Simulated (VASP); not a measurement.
# SrO in VASP: settings compared, part 2 of 2

VASP 6.6.1.

### Step 3. Single point, r2SCAN (strain -3.5%)

Contents of POSCAR:

```
SrO
1.0
    3.4378120316      0.0000000000      0.0000000000
   -1.7189060158      2.9772325528      0.0000000000
    0.0000000000      0.0000000000      6.0349251164
Sr O
2 2
Direct
    0.0000000000      0.0000000000      0.0000000000
    0.0000000000      0.0000000000      0.5000000000
    0.3333333333      0.6666666667      0.2500000000
    0.6666666667      0.3333333333      0.7500000000
```

Contents of INCAR.step1:

```
PREC     = Accurate       # precision mode
ENCUT    = 520            # plane-wave cutoff, eV
ISMEAR   = 0              # smearing method
SIGMA    = 0.01           # smearing width, eV
LREAL    = False          # projectors in reciprocal space
LASPH    = True           # aspherical terms in the spheres
NELM     = 80             # most SCF steps
NBANDS   = 24             # bands
GGA      = PE             # functional
ALGO     = Normal         # electronic algorithm
EDIFF    = 1E-4           # SCF threshold, eV
LWAVE    = True           # write WAVECAR
LCHARG   = False          # write CHGCAR
```

Contents of INCAR.step2:

```
PREC     = Accurate       # precision mode
ENCUT    = 520            # plane-wave cutoff, eV
EDIFF    = 1E-6           # SCF threshold, eV
ISMEAR   = 0              # smearing method
SIGMA    = 0.01           # smearing width, eV
LREAL    = False          # projectors in reciprocal space
LASPH    = True           # aspherical terms in the spheres
NELM     = 80             # most SCF steps
ALGO     = Normal         # electronic algorithm
ISIF     = 2              # what is computed and relaxed
LWAVE    = False          # write WAVECAR
LCHARG   = True           # write CHGCAR
METAGGA  = R2SCAN         # meta-GGA
LMIXTAU  = True         
LELF     = True           # ELF
LVHAR    = True         
NBANDS   = 24             # bands
ISTART   = 1
```

Contents of KPOINTS:

```
Automatic mesh
0
Gamma
  12 12 4
```

Potentials or basis: VASP PAW PBE potentials, release 64 (Sr_sv, O).

Command:

```bash
> cat potpaw_PBE.64/Sr_sv/POTCAR potpaw_PBE.64/O/POTCAR > POTCAR
> cp INCAR.step1 INCAR
> mpirun -np 1 vasp_std > vasp.out
> cp INCAR.step2 INCAR
> mpirun -np 1 vasp_std > vasp.out
```

It took 3.2 min on 1 thread of AMD EPYC 9R45 (Zen 5), shared host; peak memory 0.21 GiB.

Results (log left out):

```
Free energy            : -53.2191 eV
Pressure               : 13.3 GPa
Band gap on the k mesh : 4.00 eV (least direct gap 4.12 eV)
```

Stress tensor (GPa, compression positive):
```
12.74  0.00  0.00
 0.00 12.74  0.00
 0.00  0.00 14.43
```

Levels at points of the mesh, in eV from the valence-band top:
```csv
k point,band 13,band 14,band 15,band 16,band 17,band 18,band 19,band 20
"(0.00, 0.00, 0.00)",-1.29,-0.23,-0.12,-0.12,4.00,5.64,7.32,7.32
"(0.50, 0.00, 0.00)",-1.45,-0.57,-0.23,-0.14,4.07,6.46,7.94,8.75
"(0.00, 0.00, 0.50)",-0.75,-0.75,-0.75,-0.75,6.25,6.25,7.84,7.84
"(0.50, 0.00, 0.50)",-1.02,-1.02,-0.80,-0.80,5.44,5.44,9.62,9.62
```

Caveat: the cell differs from its parent crystal (strain -3.5%); the cell stands under pressure; the PAW data sets were made with another functional, which shifts forces and pressure a little.

### Step 4. Single point, PBE (uniaxial x strain -2.1%)

Contents of INCAR:

```
SYSTEM = SrO
ALGO = Normal
EDIFF = 1E-7
ENCUT = 520
GGA = PE
ISIF = 2
ISMEAR = -1
LASPH = .TRUE.
LCHARG = .FALSE.
LREAL = .FALSE.
LWAVE = .FALSE.
NBANDS = 24
NELM = 60
PREC = Accurate
SIGMA = 0.02
```

Contents of KPOINTS:

```
k-points
0
G
  12 12 4
  0 0 0
```

Contents of POSCAR:

```
SrO
1.0
    3.4894789828      0.0000000000      0.0000000000
   -1.7447394914      3.0858546360      0.0000000000
    0.0000000000      0.0000000000      6.2551048056
Sr O
2 2
Direct
    0.0000000000      0.0000000000      0.0000000000
    0.0000000000      0.0000000000      0.5000000000
    0.3314912901      0.6629825803      0.2500000000
    0.6685087099      0.3370174197      0.7500000000
```

Potentials or basis: VASP PAW PBE potentials, release 64 (Sr_sv, O).

Command:

```bash
> cat potpaw_PBE.64/Sr_sv/POTCAR potpaw_PBE.64/O/POTCAR > POTCAR
> mpirun -np 1 vasp_std > vasp.out
```

OUTCAR:

```text
SYSTEM = SrO
   EDIFF = 1E-7
   ENCUT = 520
   GGA = PE
   ISIF = 2
   ISMEAR = -1
   LASPH = .TRUE.
   LREAL = .FALSE.
   NELM = 60
   PREC = Accurate

 ion  position               nearest neighbor table
   1  0.000  0.000  0.000-   3 2.56   4 2.56   4 2.56   3 2.56   4 2.58   3 2.58   2 3.13   2 3.13
                             2 4.69   2 4.69   2 4.69   2 4.69   2 4.73   2 4.73   2 4.73   2 4.73
   2  0.000  0.000  0.500-   3 2.56   4 2.56   4 2.56   3 2.56   4 2.58   3 2.58   1 3.13   1 3.13
                             1 4.69   1 4.69   1 4.69   1 4.69   1 4.73   1 4.73   1 4.73   1 4.73
   3  0.331  0.663  0.250-   1 2.56   2 2.56   1 2.56   2 2.56   1 2.58   2 2.58
   4  0.669  0.337  0.750-   1 2.56   2 2.56   1 2.56   2 2.56   1 2.58   2 2.58

  LATTYP: Found a base centered orthorhombic cell.
 ALAT       =     3.4894789828
 B/A-ratio  =     1.7686621133
 C/A-ratio  =     1.7925612495

  Lattice vectors:

 A1 = (   1.7447394914,  -3.0858546360,   0.0000000000)
 A2 = (   1.7447394914,   3.0858546360,   0.0000000000)
 A3 = (   0.0000000000,   0.0000000000,   6.2551048056)

Analysis of symmetry for initial positions (statically):
=====================================================================
 Subroutine PRICEL returns:
 Original cell was already a primitive cell.
[... 180 lines left out ...]
 fundamental gap:      3.3725908190
 Fermi energy:         2.2557279620

 k-point     1 :       0.0000    0.0000    0.0000
  band No.  band energies     occupation
      1     -30.9690      2.00000
      2     -30.7544      2.00000
      3     -15.2858      2.00000
      4     -13.3473      2.00000
      5     -12.5888      2.00000
      6     -12.5732      2.00000
[... 637 lines left out ...]
     23      11.2639      0.00000
     24      12.4788      0.00000

 [... further k-points ...]

------------------------ aborting loop because EDIFF is reached ----------------------------------------

  FORCE on cell =-STRESS in cart. coord.  units (eV):
  Direction    XX          YY          ZZ          XY          YZ          ZX
  --------------------------------------------------------------------------------------
  -------------------------------------------------------------------------------------
  Total        2.5422328      1.5560960      1.5639433      0.0000000      0.0000000      0.0000000
  in kB       60.4721295     37.0148792     37.2015425      0.0000000      0.0000000      0.0000000
  external PRESSURE =      44.8961837 kB  Pullay stress =       0.0000000 kB

 VOLUME and BASIS-vectors are now :
 -----------------------------------------------------------------------------
  energy-cutoff  :      520.00
  volume of cell :       67.36
      direct lattice vectors                 reciprocal lattice vectors
     3.489478983  0.000000000  0.000000000     0.286575734  0.162029667  0.000000000
    -1.744739491  3.085854636  0.000000000     0.000000000  0.324059335  0.000000000
     0.000000000  0.000000000  6.255104806     0.000000000  0.000000000  0.159869424

 POSITION                                       TOTAL-FORCE (eV/Angst)
 -----------------------------------------------------------------------------------
      0.00000      0.00000      0.00000         0.000000      0.000000      0.000000
      0.00000      0.00000      3.12755         0.000000      0.000000      0.000000
     -0.00000      2.04587      1.56378         0.000000     -0.002183      0.000000
      1.74474      1.03999      4.69133         0.000000      0.002183      0.000000
 -----------------------------------------------------------------------------------
    total drift:                                0.000000      0.000000      0.000000

  FREE ENERGIE OF THE ION-ELECTRON SYSTEM (eV)
  ---------------------------------------------------
  free  energy   TOTEN  =       -23.4470175810 eV

  energy  without entropy=      -23.4470175810  energy(sigma->0) =      -23.44701758
```

stdout:

```text
POSCAR found type information on POSCAR SrO
 POSCAR found :  2 types and       4 ions
 scaLAPACK will be used
 LDA part: xc-table for (Slater+PW92), standard interpolation
 POSCAR, INCAR and KPOINTS ok, starting setup
 FFT: planning ... GRIDC
 FFT: planning ... GRID_SOFT
 FFT: planning ... GRID
 WAVECAR not read
 entering main loop
```

Wall time 1.7 min (1 thread of AMD EPYC 9R45 (Zen 5), shared host); peak memory 0.28 GiB.

Results:

```
Free energy            : -23.4470 eV
Pressure               : 4.5 GPa
Band gap on the k mesh : 3.37 eV
```

Forces in eV/Å, atoms in the order of the input:
```
Sr   0.000  0.000  0.000
Sr   0.000  0.000  0.000
O    0.000 -0.002  0.000
O    0.000  0.002  0.000
```

Caveat: the cell differs from its parent crystal (uniaxial x strain -2.1%); the cell stands under pressure.

### Step 5. Single point, r2SCAN (uniaxial x strain -2.1%)

POSCAR is that of step 4.

Contents of INCAR.step1:

```
SYSTEM = SrO
  ALGO = Normal
  EDIFF = 1E-4
  ENCUT = 520
  GGA = PE
  ISMEAR = 0
  LASPH = .TRUE.
  LCHARG = .FALSE.
  LREAL = .FALSE.
  LWAVE = .TRUE.
  NBANDS = 24
  NELM = 60
  PREC = Accurate
  SIGMA = 0.01
```

Contents of INCAR.step2:

```
SYSTEM = SrO
  ALGO = Normal
  EDIFF = 1E-7
  ENCUT = 520
  ISIF = 2
  ISMEAR = 0
  ISTART = 1
  LASPH = .TRUE.
  LCHARG = .TRUE.
  LELF = .TRUE.
  LMIXTAU = .TRUE.
  LREAL = .FALSE.
  LVHAR = .TRUE.
  LWAVE = .FALSE.
  METAGGA = R2SCAN
  NBANDS = 24
  NELM = 60
  PREC = Accurate
  SIGMA = 0.01
```

KPOINTS is that of step 4.

Command:

```bash
> cat potpaw_PBE.64/Sr_sv/POTCAR potpaw_PBE.64/O/POTCAR > POTCAR
> cp INCAR.step1 INCAR
> mpirun -np 1 vasp_std > vasp.out
> cp INCAR.step2 INCAR
> mpirun -np 1 vasp_std > vasp.out
```

Run time: 7.3 min. Hardware: 1 thread of AMD EPYC 9R45 (Zen 5), shared host; peak memory 0.3 GiB.

Results (log left out):

```
Free energy            : -53.4807 eV
Pressure               : 2.5 GPa
Band gap on the k mesh : 3.91 eV
```

Forces on the atoms (eV/Å):
```
Sr   0.000  0.000  0.000
Sr   0.000  0.000  0.000
O    0.000 -0.003  0.000
O    0.000  0.003  0.000
```

Stress tensor (GPa, compression positive):
```
4.28 0.00 0.00
0.00 1.88 0.00
0.00 0.00 1.40
```

Levels at points of the mesh, in eV from the valence-band top:
| k point | band 13 | band 14 | band 15 | band 16 | band 17 | band 18 | band 19 | band 20 |
| --- | --- | --- | --- | --- | --- | --- | --- | --- |
| (0.00, 0.00, 0.00) | -0.97 | -0.19 | -0.06 | 0.00 | 3.91 | 5.13 | 7.09 | 7.31 |
| (0.50, 0.00, 0.00) | -1.21 | -0.60 | -0.28 | -0.14 | 4.11 | 6.21 | 7.60 | 8.17 |
| (0.00, 0.50, 0.00) | -1.10 | -0.60 | -0.31 | -0.08 | 4.11 | 6.12 | 7.60 | 8.15 |
| (0.00, 0.00, 0.50) | -0.59 | -0.59 | -0.52 | -0.52 | 5.87 | 5.87 | 7.23 | 7.23 |
| (0.50, 0.00, 0.50) | -0.92 | -0.92 | -0.68 | -0.68 | 5.30 | 5.30 | 8.96 | 8.96 |
| (0.00, 0.50, 0.50) | -0.90 | -0.90 | -0.60 | -0.60 | 5.25 | 5.25 | 8.91 | 8.91 |

Caveat: the cell differs from its parent crystal (uniaxial x strain -2.1%); the PAW data sets were made with another functional, which shifts forces and pressure a little. A k mesh can miss the band edges.

### Step 6. The runs side by side

| level | cell | smearing | gap on the mesh (eV) | pressure (GPa) |
| --- | --- | --- | --- | --- |
| PBE | a = 3.438, b = 3.438, c = 6.035 Å, angles 90.0, 90.0, 120.0°, 4 atoms, strain -3.5% | fermi-dirac 0.02 eV | 3.48 | 15.1 |
| r2SCAN | a = 3.438, b = 3.438, c = 6.035 Å, angles 90.0, 90.0, 120.0°, 4 atoms, strain -3.5% | gaussian 0.01 eV | 4.00 | 13.3 |
| PBE | a = 3.489, b = 3.545, c = 6.255 Å, angles 90.0, 90.0, 119.5°, 4 atoms, uniaxial x strain -2.1% | fermi-dirac 0.02 eV | 3.37 | 4.5 |
| r2SCAN | a = 3.489, b = 3.545, c = 6.255 Å, angles 90.0, 90.0, 119.5°, 4 atoms, uniaxial x strain -2.1% | gaussian 0.01 eV | 3.91 | 2.5 |

Alike in all rows: task single point; potentials or basis VASP PAW PBE potentials, release 64 (Sr_sv, O); no spin polarisation; k mesh 12 × 12 × 4; cutoff (eV) 520.

Caveats: the cell stands under pressure (at least some runs); the PAW data sets were made with another functional, which shifts forces and pressure a little (at least some runs).

Absolute energies hang on the potentials; compare differences alone.
